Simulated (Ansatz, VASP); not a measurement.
# Ir: VASP beside Ansatz

POSCAR

```
Ir
1.0
    0.0000000000      1.9139490000      1.9139490000
    1.9139490000      0.0000000000      1.9139490000
    1.9139490000      1.9139490000      0.0000000000
Ir
1
Direct
    0.0000000000      0.0000000000      0.0000000000
```

The input INCAR.step1:

```
SYSTEM = Ir
PREC = Accurate ; ENCUT = 550
ISMEAR = -1 ; SIGMA = 0.1
LREAL = .False. ; LASPH = .True.
NELM = 120 ; NBANDS = 10
GGA = PE ; ALGO = Normal
EDIFF = 1E-5 ; LWAVE = .True.
LCHARG = .False. ; GGA_COMPAT = .False.
```

File INCAR.step2:

```
SYSTEM = Ir
PREC = Accurate ; ENCUT = 550
EDIFF = 1E-6 ; ISMEAR = -1
SIGMA = 0.1 ; LREAL = .False.
LASPH = .True. ; NELM = 120
ALGO = Normal ; ISIF = 2
LWAVE = .False. ; LCHARG = .False.
METAGGA = R2SCAN ; LMIXTAU = .True.
NBANDS = 10 ; ISTART = 1
GGA_COMPAT = .False.
```

The input KPOINTS:

```
regular mesh
0
Gamma
  15 15 15
  0 0 0
```

Input for Ansatz:

```yaml
crystal:
  lattice:
    - [0.0, 1.913949, 1.913949]
    - [1.913949, 0.0, 1.913949]
    - [1.913949, 1.913949, 0.0]
  atoms:
    - { symbol: Ir, position: [0.0, 0.0, 0.0] }
  symmetry: { tolerance: 0.0003 }
kpoints:
  mp_grid: { grid: [15, 15, 15], shift: [0, 0, 0] }
  band_path:
    path:
      - [0.0, 0.0, 0.0]
      - [0.5, 0.0, 0.5]
      - [0.625, 0.25, 0.625]
      - [0.375, 0.375, 0.75]
      - [0.0, 0.0, 0.0]
      - [0.5, 0.5, 0.5]
      - [0.5, 0.25, 0.75]
      - [0.5, 0.0, 0.5]
    npoints: 8
magnetization:
  spin_polarized: false
scf:
  occupations: { method: fermi_dirac }
  lower_state_search: "off"
  max_iter: 200
hamiltonian:
  pseudopotentials: { kind: paw }
  xc: r2scan
basis:
  ecutwfc: 500
  fft_grid_basis: typed
output:
  forces: true
  stress: true
  eigenvalues: true
  bader: true
  populations: true
  elf: true
  write_potential: true
  volumetric_format: npy
  dos:
    e_range: [-12, 8]
    de: 0.05
    projected: { site_lists: { Ir: [Ir] } }
checkpoint:
  read: saved_state
```

Alike in both runs: task single point; functional r2SCAN; k mesh 15 × 15 × 15; no spin polarisation.

|  | VASP | Ansatz |
| --- | --- | --- |
| version | VASP 6.6.1 | Ansatz 0.2.0 |
| potentials or method | VASP PAW PBE potentials, release 64 (Ir), cutoff 550 eV | PAW plane waves |
| occupations | fermi-dirac, width 0.1 eV | fermi-dirac |
| valence electrons in the cell | 9 | 17 |

Ansatz gave:

- pressure (GPa): 5.0

**Question.** Which values does VASP return?

**Answer.** Pressure (GPa): 7.8.

VASP's potentials were made for PBE, not for r2SCAN. VASP's potentials hold 9 valence electrons a cell and Ansatz's 17, so a difference there can come from the potentials and not from the codes.

Spin-orbit coupling is off throughout.
